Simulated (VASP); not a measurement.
# VGe (zincblende type) (F-43m) in VASP: further runs, part 2 of 2

VASP 6.6.1. Earlier steps stand in the parts before.

## 4. Single point, PBE (17.69 Å³/atom)

This run uses another cell than the first one, of 17.69 Å³/atom.

INCAR reads:

```
SYSTEM = VGe
PREC = Accurate
ENCUT = 500
EDIFF = 1E-6
ISMEAR = -1
SIGMA = 0.05
LREAL = .FALSE.
LASPH = .TRUE.
NELM = 120
ALGO = Normal
ISIF = 2
LWAVE = .FALSE.
LCHARG = .FALSE.
GGA = PE
NBANDS = 20
GGA_COMPAT = .FALSE.
```

KPOINTS reads:

```
regular mesh
0
G
  13 13 13
  0 0 0
```

POSCAR reads:

```
VGe
1.0
    0.0000000000      2.6055852866      2.6055852866
    2.6055852866      0.0000000000      2.6055852866
    2.6055852866      2.6055852866      0.0000000000
V Ge
1 1
Direct
    0.0000000000      0.0000000000      0.0000000000
    0.2500000000      0.2500000000      0.2500000000
```

Potentials or basis: VASP PAW PBE potentials, release 64 (V_sv, Ge_d).

Launch:

```sh
cat potpaw_PBE.64/V_sv/POTCAR potpaw_PBE.64/Ge_d/POTCAR > POTCAR
mpirun -np 1 vasp_std > vasp.out
```

OUTCAR:

```text
SYSTEM = VGe
   PREC = Accurate
   ENCUT = 500
   EDIFF = 1E-6
   ISMEAR = -1
   LREAL = .FALSE.
   LASPH = .TRUE.
   NELM = 120
   ISIF = 2
   GGA = PE

 ion  position               nearest neighbor table
   1  0.000  0.000  0.000-   2 2.26   2 2.26   2 2.26   2 2.26
   2  0.250  0.250  0.250-   1 2.26   1 2.26   1 2.26   1 2.26

  LATTYP: Found a face centered cubic cell.
 ALAT       =     5.2111705732

  Lattice vectors:

 A1 = (   0.0000000000,   2.6055852866,   2.6055852866)
 A2 = (   2.6055852866,   0.0000000000,   2.6055852866)
 A3 = (   2.6055852866,   2.6055852866,   0.0000000000)

Analysis of symmetry for initial positions (statically):
=====================================================================
 Subroutine PRICEL returns:
 Original cell was already a primitive cell.

 Routine SETGRP: Setting up the symmetry group for a
 face centered cubic supercell.

 Subroutine GETGRP returns: Found 24 space group operations
 (whereof 24 operations were pure point group operations)
[... 158 lines left out ...]
  ---------------------------------------------------
  free energy    TOTEN  =       -11.03805361 eV

  energy without entropy =      -11.01698362  energy(sigma->0) =      -11.02751862

 E-fermi :   6.4880     XC(G=0): -11.2029

 val. band max:        6.4874145716   @ k =  -0.4615   0.3077   0.1538
 cond. band min:       6.5030401717   @ k =   0.3077   0.1538   0.0769
 fundamental gap:      0.0156256001
 Fermi energy:         6.4880464545

 k-point     1 :       0.0000    0.0000    0.0000
  band No.  band energies     occupation
      1     -57.6385      2.00000
      2     -31.5514      2.00000
      3     -31.5514      2.00000
      4     -31.5514      2.00000
      5     -17.1017      2.00000
      6     -17.1017      2.00000
[... 541 lines left out ...]
     19      14.2601      0.00000
     20      17.2338      0.00000

 [... further k-points ...]

------------------------ aborting loop because EDIFF is reached ----------------------------------------

  FORCE on cell =-STRESS in cart. coord.  units (eV):
  Direction    XX          YY          ZZ          XY          YZ          ZX
  --------------------------------------------------------------------------------------
  -------------------------------------------------------------------------------------
  Total        5.7673356      5.7673356      5.7673356      0.0000000      0.0000000      0.0000000
  in kB      261.1800094    261.1800094    261.1800094      0.0000000      0.0000000      0.0000000
  external PRESSURE =     261.1800094 kB  Pullay stress =       0.0000000 kB

 VOLUME and BASIS-vectors are now :
 -----------------------------------------------------------------------------
  energy-cutoff  :      500.00
  volume of cell :       35.38
      direct lattice vectors                 reciprocal lattice vectors
     0.000000000  2.605585287  2.605585287    -0.191895465  0.191895465  0.191895465
     2.605585287  0.000000000  2.605585287     0.191895465 -0.191895465  0.191895465
     2.605585287  2.605585287  0.000000000     0.191895465  0.191895465 -0.191895465

 POSITION                                       TOTAL-FORCE (eV/Angst)
 -----------------------------------------------------------------------------------
      0.00000      0.00000      0.00000         0.000000     -0.000000     -0.000000
      1.30279      1.30279      1.30279        -0.000000      0.000000      0.000000
 -----------------------------------------------------------------------------------
    total drift:                                0.000001      0.000001      0.000001

  FREE ENERGIE OF THE ION-ELECTRON SYSTEM (eV)
  ---------------------------------------------------
  free  energy   TOTEN  =       -11.0380536097 eV

  energy  without entropy=      -11.0169836229  energy(sigma->0) =      -11.02751862
```

OSZICAR:

```text
N       E                     dE             d eps       ncg     rms          rms(c)
DAV:   1     0.226628472897E+03    0.22663E+03   -0.13611E+04  3832   0.299E+03
DAV:   2     0.776972114273E+01   -0.21886E+03   -0.21270E+03  3376   0.592E+02
DAV:   3    -0.126568756253E+02   -0.20427E+02   -0.20098E+02  3644   0.134E+02
DAV:   4    -0.131812893213E+02   -0.52441E+00   -0.52402E+00  3736   0.232E+01
DAV:   5    -0.131892596088E+02   -0.79703E-02   -0.79701E-02  3692   0.338E+00    0.192E+01
DAV:   6    -0.123277395370E+02    0.86152E+00   -0.20761E+01  3544   0.416E+01    0.105E+01
DAV:   7    -0.111142535561E+02    0.12135E+01   -0.94470E+00  3500   0.277E+01    0.533E+00
DAV:   8    -0.110427475861E+02    0.71506E-01   -0.44437E-01  3456   0.607E+00    0.739E-01
DAV:   9    -0.110387533475E+02    0.39942E-02   -0.23471E-02  3612   0.152E+00    0.258E-01
DAV:  10    -0.110380896171E+02    0.66373E-03   -0.28356E-03  3848   0.481E-01    0.888E-02
DAV:  11    -0.110380528711E+02    0.36746E-04   -0.26033E-04  3764   0.186E-01    0.254E-02
DAV:  12    -0.110380536097E+02   -0.73867E-06   -0.71054E-06  3628   0.295E-02
   1 F= -.11038054E+02 E0= -.11027519E+02  d E =-.210700E-01
```

stdout:

```text
POSCAR found type information on POSCAR V Ge
 POSCAR found :  2 types and       2 ions
 scaLAPACK will be used
 LDA part: xc-table for (Slater+PW92), standard interpolation
 POSCAR, INCAR and KPOINTS ok, starting setup
 FFT: planning ... GRIDC
 FFT: planning ... GRID_SOFT
 FFT: planning ... GRID
 WAVECAR not read
 entering main loop
```

Wall time 24 s (1 thread of Intel Xeon Platinum 8559C (Emerald Rapids), shared host); peak memory 0.19 GiB.

What came out:

| Property | Result |
| --- | --- |
| Free energy | -11.0381 eV |
| Pressure | 26.1 GPa |
| Band gap on the k mesh | zero (an odd number of electrons rules out a gap without spin polarisation) |

Levels at points of the mesh, in eV from the Fermi level:
| k point | band 10 | band 11 | band 12 | band 13 | band 14 | band 15 | band 16 | band 17 |
| --- | --- | --- | --- | --- | --- | --- | --- | --- |
| (0.00, 0.00, 0.00) | -10.36 | -1.97 | -1.97 | -1.97 | 0.33 | 0.33 | 6.93 | 7.68 |

Caveat: the cell stands under pressure.

## 5. Single point, PBE (22.11 Å³/atom)

This run uses another cell than the first one, of 22.11 Å³/atom.

INCAR reads:

```
SYSTEM = VGe
PREC = Accurate ; ENCUT = 500
EDIFF = 1E-6 ; ISMEAR = -1
SIGMA = 0.05 ; LREAL = .False.
LASPH = .True. ; NELM = 120
ALGO = Normal ; ISIF = 2
LWAVE = .False. ; LCHARG = .False.
GGA = PE ; NBANDS = 20
GGA_COMPAT = .False.
```

KPOINTS reads:

```
Automatic mesh
0
Gamma
  13 13 13
  0 0 0
```

POSCAR reads:

```
VGe
1.0
    0.0000000000      2.8067816647      2.8067816647
    2.8067816647      0.0000000000      2.8067816647
    2.8067816647      2.8067816647      0.0000000000
V Ge
1 1
Direct
    0.0000000000      0.0000000000      0.0000000000
    0.2500000000      0.2500000000      0.2500000000
```

Potentials or basis: VASP PAW PBE potentials, release 64 (V_sv, Ge_d).

Launch:

```sh
cat potpaw_PBE.64/V_sv/POTCAR potpaw_PBE.64/Ge_d/POTCAR > POTCAR
mpirun -np 1 vasp_std > vasp.out
```

OUTCAR:

```text
SYSTEM = VGe
   PREC = Accurate
   ENCUT = 500
   EDIFF = 1E-6
   ISMEAR = -1
   LREAL = .False.
   LASPH = .True.
   NELM = 120
   ISIF = 2
   GGA = PE

 ion  position               nearest neighbor table
   1  0.000  0.000  0.000-   2 2.43   2 2.43   2 2.43   2 2.43
   2  0.250  0.250  0.250-   1 2.43   1 2.43   1 2.43   1 2.43

  LATTYP: Found a face centered cubic cell.
 ALAT       =     5.6135633294

  Lattice vectors:

 A1 = (   0.0000000000,   2.8067816647,   2.8067816647)
 A2 = (   2.8067816647,   0.0000000000,   2.8067816647)
 A3 = (   2.8067816647,   2.8067816647,   0.0000000000)

Analysis of symmetry for initial positions (statically):
=====================================================================
 Subroutine PRICEL returns:
 Original cell was already a primitive cell.

 Routine SETGRP: Setting up the symmetry group for a
 face centered cubic supercell.

 Subroutine GETGRP returns: Found 24 space group operations
 (whereof 24 operations were pure point group operations)
[... 159 lines left out ...]
  ---------------------------------------------------
  free energy    TOTEN  =       -11.64760915 eV

  energy without entropy =      -11.62025058  energy(sigma->0) =      -11.63392987

 E-fermi :   4.4822     XC(G=0): -10.1153

 val. band max:        4.4789853870   @ k =  -0.3077   0.3077   0.0769
 cond. band min:       4.4930361497   @ k =  -0.1538   0.2308   0.0769
 fundamental gap:      0.0140507627
 Fermi energy:         4.4821598413

 k-point     1 :       0.0000    0.0000    0.0000
  band No.  band energies     occupation
      1     -59.9376      2.00000
      2     -33.7966      2.00000
      3     -33.7966      2.00000
      4     -33.7966      2.00000
      5     -19.0105      2.00000
      6     -19.0105      2.00000
[... 541 lines left out ...]
     19      11.2471      0.00000
     20      13.4070      0.00000

 [... further k-points ...]

------------------------ aborting loop because EDIFF is reached ----------------------------------------

  FORCE on cell =-STRESS in cart. coord.  units (eV):
  Direction    XX          YY          ZZ          XY          YZ          ZX
  --------------------------------------------------------------------------------------
  -------------------------------------------------------------------------------------
  Total        0.0118402      0.0118402      0.0118402      0.0000000      0.0000000     -0.0000000
  in kB        0.4289578      0.4289578      0.4289578      0.0000000      0.0000000     -0.0000000
  external PRESSURE =       0.4289578 kB  Pullay stress =       0.0000000 kB

 VOLUME and BASIS-vectors are now :
 -----------------------------------------------------------------------------
  energy-cutoff  :      500.00
  volume of cell :       44.22
      direct lattice vectors                 reciprocal lattice vectors
     0.000000000  2.806781665  2.806781665    -0.178139969  0.178139969  0.178139969
     2.806781665  0.000000000  2.806781665     0.178139969 -0.178139969  0.178139969
     2.806781665  2.806781665  0.000000000     0.178139969  0.178139969 -0.178139969

 POSITION                                       TOTAL-FORCE (eV/Angst)
 -----------------------------------------------------------------------------------
      0.00000      0.00000      0.00000         0.000000      0.000000      0.000000
      1.40339      1.40339      1.40339        -0.000000     -0.000000     -0.000000
 -----------------------------------------------------------------------------------
    total drift:                               -0.000001     -0.000001     -0.000001

  FREE ENERGIE OF THE ION-ELECTRON SYSTEM (eV)
  ---------------------------------------------------
  free  energy   TOTEN  =       -11.6476091538 eV

  energy  without entropy=      -11.6202505794  energy(sigma->0) =      -11.63392987
```

Run time: 33 s. Hardware: 1 thread of Intel Xeon Platinum 8559C (Emerald Rapids), shared host; peak memory 0.22 GiB.

Results:

| Property | Result |
| --- | --- |
| Free energy | -11.6476 eV |
| Pressure | 0.0 GPa |
| Band gap on the k mesh | zero (an odd number of electrons rules out a gap without spin polarisation) |

Levels at points of the mesh, in eV from the Fermi level:
```
           k point  band 10  band 11  band 12  band 13  band 14  band 15  band 16  band 17
(0.00, 0.00, 0.00)    -9.41    -1.62    -1.62    -1.62     0.25     0.25     5.39     5.99
```

## 6. Single point, PBE (8.84 Å³/atom)

INCAR reads:

```
PREC = Accurate
ENCUT = 520
EDIFF = 1E-6
ISMEAR = -1
SIGMA = 0.05
LREAL = False
LASPH = True
NELM = 80
ALGO = Normal
ISIF = 2
LWAVE = False
LCHARG = True
GGA = PE
LELF = True
LVHAR = True
NBANDS = 20
```

KPOINTS reads:

```
Automatic mesh
0
Gamma
  13 13 13
```

POSCAR reads:

```
VGe
1.0
    0.0000000000      2.0680544125      2.0680544125
    2.0680544125      0.0000000000      2.0680544125
    2.0680544125      2.0680544125      0.0000000000
V Ge
1 1
Direct
    0.0000000000      0.0000000000      0.0000000000
    0.2500000000      0.2500000000      0.2500000000
```

Potentials or basis: VASP PAW PBE potentials, release 64 (V_sv, Ge_d).

Launch:

```sh
cat potpaw_PBE.64/V_sv/POTCAR potpaw_PBE.64/Ge_d/POTCAR > POTCAR
mpirun -np 1 vasp_std > vasp.out
```

Run time: 30 s. Hardware: 1 thread of Intel Xeon Platinum 8488C (Sapphire Rapids), shared host; peak memory 0.16 GiB.

Results (log left out):

```
Free energy            : 4.6386 eV
Pressure               : 421.1 GPa
Band gap on the k mesh : zero (an odd number of electrons rules out a gap without spin polarisation)
```

Levels at points of the mesh, in eV from the Fermi level:
| k point | band 10 | band 11 | band 12 | band 13 | band 14 | band 15 | band 16 | band 17 | band 18 | band 19 |
| --- | --- | --- | --- | --- | --- | --- | --- | --- | --- | --- |
| (0.00, 0.00, 0.00) | -14.08 | -3.93 | -3.93 | -3.93 | 0.18 | 0.18 | 12.55 | 12.63 | 12.63 | 12.63 |

Caveat: atoms lie so close that the PAW spheres overlap strongly, which falsifies energies and pressures; the cell stands under pressure.

## 7. The runs side by side

```csv
cell,cutoff (eV),gap on the mesh (eV),pressure (GPa)
"a = 2.925 Å, angles 60.0°, 2 atoms",500,none,421.0
"a = 3.348 Å, angles 60.0°, 2 atoms",500,none,106.5
"a = 3.685 Å, angles 60.0°, 2 atoms",500,none,26.1
"a = 3.969 Å, angles 60.0°, 2 atoms",500,none,0.0
"a = 2.925 Å, angles 60.0°, 2 atoms",520,none,421.1
```

Alike in all rows: task single point; level PBE; potentials or basis VASP PAW PBE potentials, release 64 (V_sv, Ge_d); no spin polarisation; k mesh 13 × 13 × 13; smearing fermi-dirac 0.05 eV.

Caveats: the cell stands under pressure (at least some runs); atoms lie so close that the PAW spheres overlap strongly, which falsifies energies and pressures (at least some runs).

Absolute energies hang on the potentials; compare differences alone.
